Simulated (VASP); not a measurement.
# MnS (Fm-3m) in VASP: settings compared

MnS is run at these levels: RPBE, PBE exchange alone, BLYP+D4, PBE+D3(BJ); tasks: single point, relaxation of cell and atoms.

Program: VASP 6.6.1. These are calculated values, not measurements. Logs are shortened: lines on timing, memory, paths and dates and some standing lists are left out, and cuts for length are marked.

## (1) The cell of the first run

The structure is cubic, space group Fm-3m (No. 225). Conventional cell: a = 5.311 Å, b = 5.311 Å, c = 5.311 Å, α = 90.00°, β = 90.00°, γ = 90.00°. Within 3.5 Å of Mn (site symmetry m-3m) lie 6 S at 2.66 Å. Within 3.5 Å of S (site symmetry m-3m) lie 6 Mn at 2.66 Å.

## (2) Single point, RPBE, collinear spin, ferromagnetic start

INCAR reads:

```
PREC = Accurate
ENCUT = 520
EDIFF = 1E-7
ISMEAR = -1
SIGMA = 0.05
LREAL = False
LASPH = True
NELM = 150
ALGO = Normal
ISIF = 2
LWAVE = False
LCHARG = False
ISPIN = 2
MAGMOM = 4 0
LORBIT = 11
LMAXMIX = 4
GGA = RP
NBANDS = 20
```

KPOINTS reads:

```
regular mesh
0
Gamma
  9 9 9
```

POSCAR reads:

```
MnS
1.0
    0.0000000000      2.6555815960      2.6555815960
    2.6555815960      0.0000000000      2.6555815960
    2.6555815960      2.6555815960      0.0000000000
Mn S
1 1
Direct
    0.0000000000      0.0000000000      0.0000000000
    0.5000000000      0.5000000000      0.5000000000
```

Potentials or basis: VASP PAW PBE potentials, release 64 (Mn_pv, S).

Run with:

```console
$ cat potpaw_PBE.64/Mn_pv/POTCAR potpaw_PBE.64/S/POTCAR > POTCAR
$ mpirun -np 1 vasp_std > vasp.out
```

OUTCAR:

```text
PREC = Accurate
   ENCUT = 520
   EDIFF = 1E-7
   ISMEAR = -1
   LREAL = False
   LASPH = True
   NELM = 150
   ISIF = 2
   ISPIN = 2
   LORBIT = 11
   GGA = RP

 ion  position               nearest neighbor table
   1  0.000  0.000  0.000-   2 2.66   2 2.66   2 2.66   2 2.66   2 2.66   2 2.66
   2  0.500  0.500  0.500-   1 2.66   1 2.66   1 2.66   1 2.66   1 2.66   1 2.66

  LATTYP: Found a face centered cubic cell.
 ALAT       =     5.3111631920

  Lattice vectors:

 A1 = (   0.0000000000,   2.6555815960,   2.6555815960)
 A2 = (   2.6555815960,   0.0000000000,   2.6555815960)
 A3 = (   2.6555815960,   2.6555815960,   0.0000000000)

Analysis of symmetry for initial positions (statically):
=====================================================================
 Subroutine PRICEL returns:
 Original cell was already a primitive cell.

 Routine SETGRP: Setting up the symmetry group for a
 face centered cubic supercell.

 Subroutine GETGRP returns: Found 48 space group operations
 (whereof 48 operations were pure point group operations)
 out of a pool of 48 trial point group operations.

The static configuration has the point symmetry O_h .

Analysis of symmetry for dynamics (positions and initial velocities):
=====================================================================
 Subroutine PRICEL returns:
 Original cell was already a primitive cell.

 Routine SETGRP: Setting up the symmetry group for a
 face centered cubic supercell.

 Subroutine GETGRP returns: Found 48 space group operations
 (whereof 48 operations were pure point group operations)
 out of a pool of 48 trial point group operations.

The dynamic configuration has the point symmetry O_h .

Analysis of structural, dynamic, and magnetic symmetry:
=====================================================================
 Subroutine PRICEL returns:
 Original cell was already a primitive cell.

 Routine SETGRP: Setting up the symmetry group for a
 face centered cubic supercell.

 Subroutine GETGRP returns: Found 48 space group operations
 (whereof 48 operations were pure point group operations)
 out of a pool of 48 trial point group operations.

The overall configuration has the point symmetry O_h .

 Subroutine INISYM returns: Found 48 space group operations
 (whereof 48 operations are pure point group operations),
 and found     1 'primitive' translations

----------------------------------------------------------------------------------------

                                     Primitive cell

[... 106 lines left out ...]
   EFERMI_NEDOS =   21; number of points for ismear=-14 and -15
   IALGO  =     38    algorithm
   IMIX   =      4    mixing-type and parameters
     AMIX     =   0.40;   BMIX     =  1.00
     AMIX_MAG =   1.60;   BMIX_MAG =  1.00
  volume/ion in A,a.u.               =      18.73       126.38
  Fermi-wavevector in a.u.,A,eV,Ry     =   1.305639  2.467300 23.193752  1.704693
  Thomas-Fermi vector in A             =   2.436494
   LORBIT       =     11    0 simple, 1 ext, 2 COOP (PROOUT), +10 PAW based schemes
   GGA     = RP    functional components
   LHFCALC =     F    Hartree Fock is set to
   AEXX    =    0.0000 exact exchange contribution
   IVDW    =     0    specifies the selected vdW correction
   LEPSILON=     F    determine dielectric tensor
   LRPA    =     F    only Hartree local field effects (RPA)
 spin polarized calculation
  energy-cutoff  :      520.00
  volume of cell :       37.45
 maximum number of plane-waves:      1022
   NGX = 13   NGY = 13   NGZ = 13

 number of electron      19.0000007 magnetization       4.8691656

 Free energy of the ion-electron system (eV)
  ---------------------------------------------------
  ext. energy  EPLUGINS =         0.00000000
  ---------------------------------------------------
  free energy    TOTEN  =       -13.45123087 eV

  energy without entropy =      -13.44651363  energy(sigma->0) =      -13.44887225

 E-fermi :   6.1559     XC(G=0): -10.2040

 val. band max:        6.0944194273   @ k =  -0.4444   0.1111   0.0000
 cond. band min:       6.1989376685   @ k =  -0.2222   0.2222   0.0000
 fundamental gap:      0.1045182412
 Fermi energy:         6.1558757812

 spin component 1

 k-point     1 :       0.0000    0.0000    0.0000
  band No.  band energies     occupation
      1     -44.7687      1.00000
      2     -44.7687      1.00000
      3     -44.7687      1.00000
      4      -8.0541      1.00000
      5       2.6928      1.00000
      6       2.6928      1.00000
[... 541 lines left out ...]
     19      20.4755      0.00000
     20      20.4755      0.00000

 [... further k-points ...]

 spin component 2

 k-point     1 :       0.0000    0.0000    0.0000
  band No.  band energies     occupation
      1     -40.0557      1.00000
      2     -40.0557      1.00000
      3     -40.0557      1.00000
      4      -7.7560      1.00000
      5       4.5466      1.00000
      6       4.5466      1.00000
[... 541 lines left out ...]
     19      20.8610      0.00000
     20      20.8610      0.00000

 [... further k-points ...]
[... 5 lines left out ...]
  --------------------------------------------------------------------------------------
  -------------------------------------------------------------------------------------
  Total       -0.5970300     -0.5970300     -0.5970300     -0.0000000     -0.0000000      0.0000000
  in kB      -25.5386404    -25.5386404    -25.5386404     -0.0000000     -0.0000000      0.0000000
  external PRESSURE =     -25.5386404 kB  Pullay stress =       0.0000000 kB

 VOLUME and BASIS-vectors are now :
 -----------------------------------------------------------------------------
  energy-cutoff  :      520.00
  volume of cell :       37.45
      direct lattice vectors                 reciprocal lattice vectors
     0.000000000  2.655581596  2.655581596    -0.188282673  0.188282673  0.188282673
     2.655581596  0.000000000  2.655581596     0.188282673 -0.188282673  0.188282673
     2.655581596  2.655581596  0.000000000     0.188282673  0.188282673 -0.188282673

 POSITION                                       TOTAL-FORCE (eV/Angst)
 -----------------------------------------------------------------------------------
      0.00000      0.00000      0.00000        -0.000000      0.000000     -0.000000
      2.65558      2.65558      2.65558         0.000000     -0.000000      0.000000
 -----------------------------------------------------------------------------------
    total drift:                               -0.000000      0.000000      0.000000

  FREE ENERGIE OF THE ION-ELECTRON SYSTEM (eV)
  ---------------------------------------------------
  free  energy   TOTEN  =       -13.4512308734 eV

  energy  without entropy=      -13.4465136314  energy(sigma->0) =      -13.44887225

 total charge

# of ion       s       p       d       tot
------------------------------------------
    1        0.201   6.143   4.897  11.241
    2        1.328   2.409   0.000   3.738
--------------------------------------------------
tot          1.529   8.553   4.897  14.978

 magnetization (x)

# of ion       s       p       d       tot
------------------------------------------
    1        0.050   0.037   4.295   4.382
    2        0.025   0.088   0.000   0.113
--------------------------------------------------
tot          0.075   0.125   4.295   4.496
```

OSZICAR:

```text
N       E                     dE             d eps       ncg     rms          rms(c)
DAV:   1     0.153424435745E+03    0.15342E+03   -0.10155E+04  2800   0.963E+02
DAV:   2    -0.648332833256E+01   -0.15991E+03   -0.14996E+03  2964   0.282E+02
DAV:   3    -0.144079907323E+02   -0.79247E+01   -0.78431E+01  3264   0.677E+01
DAV:   4    -0.145043205745E+02   -0.96330E-01   -0.96273E-01  3128   0.766E+00
DAV:   5    -0.145058436309E+02   -0.15231E-02   -0.15230E-02  3208   0.101E+00    0.113E+01
DAV:   6    -0.134610686760E+02    0.10448E+01   -0.54848E+00  3136   0.261E+01    0.111E+01
DAV:   7    -0.134454561381E+02    0.15613E-01   -0.64501E-01  3072   0.906E+00    0.641E+00
DAV:   8    -0.134529833877E+02   -0.75272E-02   -0.44932E-02  3088   0.181E+00    0.329E+00
DAV:   9    -0.134505362598E+02    0.24471E-02   -0.15623E-02  2920   0.121E+00    0.295E-01
DAV:  10    -0.134509819299E+02   -0.44567E-03   -0.28507E-03  3052   0.392E-01    0.168E-01
DAV:  11    -0.134511172743E+02   -0.13534E-03   -0.26571E-04  3052   0.151E-01    0.122E-01
DAV:  12    -0.134511837967E+02   -0.66522E-04   -0.52070E-05  3080   0.538E-02    0.909E-02
DAV:  13    -0.134512185403E+02   -0.34744E-04   -0.21574E-05  2944   0.383E-02    0.424E-02
DAV:  14    -0.134512297860E+02   -0.11246E-04   -0.20683E-05  3024   0.431E-02    0.117E-02
DAV:  15    -0.134512307904E+02   -0.10044E-05   -0.17005E-06  3156   0.853E-03    0.266E-03
DAV:  16    -0.134512309353E+02   -0.14486E-06   -0.13645E-07  2916   0.293E-03    0.133E-03
DAV:  17    -0.134512308301E+02    0.10518E-06   -0.53701E-08  2132   0.210E-03    0.700E-04
DAV:  18    -0.134512308734E+02   -0.43329E-07   -0.76648E-09  1548   0.671E-04
   1 F= -.13451231E+02 E0= -.13448872E+02  d E =-.471724E-02  mag=     4.8692
```

stdout:

```text
POSCAR found type information on POSCAR MnS
 POSCAR found :  2 types and       2 ions
 scaLAPACK will be used
 -----------------------------------------------------------------------------
|                                                                             |
|                                                                             |
|     You enforced a specific xc type in the INCAR file but a different       |
|     I HOPE YOU KNOW WHAT YOU ARE DOING!                                     |
|                                                                             |
 -----------------------------------------------------------------------------

 LDA part: xc-table for (Slater+PW92), standard interpolation
 POSCAR, INCAR and KPOINTS ok, starting setup
 FFT: planning ... GRIDC
 FFT: planning ... GRID_SOFT
 FFT: planning ... GRID
 WAVECAR not read
 entering main loop
```

Run time: 30 s. Hardware: 1 thread of Intel Xeon 6975P-C (Granite Rapids), shared host; peak memory 0.18 GiB.

What came out:

```
Free energy                                           : -13.4512 eV
Pressure                                              : -2.6 GPa
Net moment                                            : 4.87 μB per cell
Site moments                                          : Mn +4.38; S +0.11 μB
Valence electrons inside the program's atomic spheres : Mn 11.24; S 3.74
```

Levels at points of the mesh, in eV from the Fermi level:
Spin up:
```csv
k point,band 9,band 10,band 11,band 12,band 13,band 14,band 15,band 16
"(0.00, 0.00, 0.00)",-3.37,-1.82,-1.82,-1.82,1.36,8.43,8.43,8.43
```
Spin down:
| k point | band 5 | band 6 | band 7 | band 8 | band 9 | band 10 |
| --- | --- | --- | --- | --- | --- | --- |
| (0.00, 0.00, 0.00) | -1.61 | -1.61 | -1.61 | 0.52 | 0.52 | 0.53 |

Caveat: the PAW data sets were made with another functional, which shifts forces and pressure a little; a cell with one magnetic atom can't hold antiferromagnetic order, which such compounds often take; semilocal functionals often make such compounds metallic where correlation or magnetic order opens a gap, which also shifts bond lengths. With open d or f shells a metallic result of RPBE can be an artefact of self-interaction; +U or a hybrid may open a gap.

(Part 1 of 3 ends here.)
